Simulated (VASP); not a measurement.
Here is a VASP 6.6.1 calculation.

File INCAR:

```
SYSTEM = InP
ALGO = Normal
EDIFF = 1E-7
ENCUT = 520
GGA = PE
ISIF = 2
ISMEAR = 0
LASPH = .True.
LCHARG = .False.
LREAL = .False.
LWAVE = .False.
NBANDS = 16
NELM = 100
PREC = Accurate
SIGMA = 0.022
```

The input KPOINTS:

```
k-points
0
Gamma
  8 8 8
  0 0 0
```

POSCAR

```
InP
1.0
    0.0000000000      2.9305000000      2.9305000000
    2.9305000000      0.0000000000      2.9305000000
    2.9305000000      2.9305000000      0.0000000000
In P
1 1
Direct
    0.0000000000      0.0000000000      0.0000000000
    0.7500000000      0.7500000000      0.7500000000
```

Potentials or basis: VASP PAW PBE potentials, release 64 (In_d, P).

Launch:

```bash
$ cat potpaw_PBE.64/In_d/POTCAR potpaw_PBE.64/P/POTCAR > POTCAR
$ mpirun -np 1 vasp_std > vasp.out
```

(1) Estimate the pressure.

(2) What does it give for the band gap on the k mesh?

## Answers

(1) 3.3 GPa.

(2) 0.71 eV, direct.

Caveat: spin-orbit coupling is left out, which moves the levels of the heavy elements.
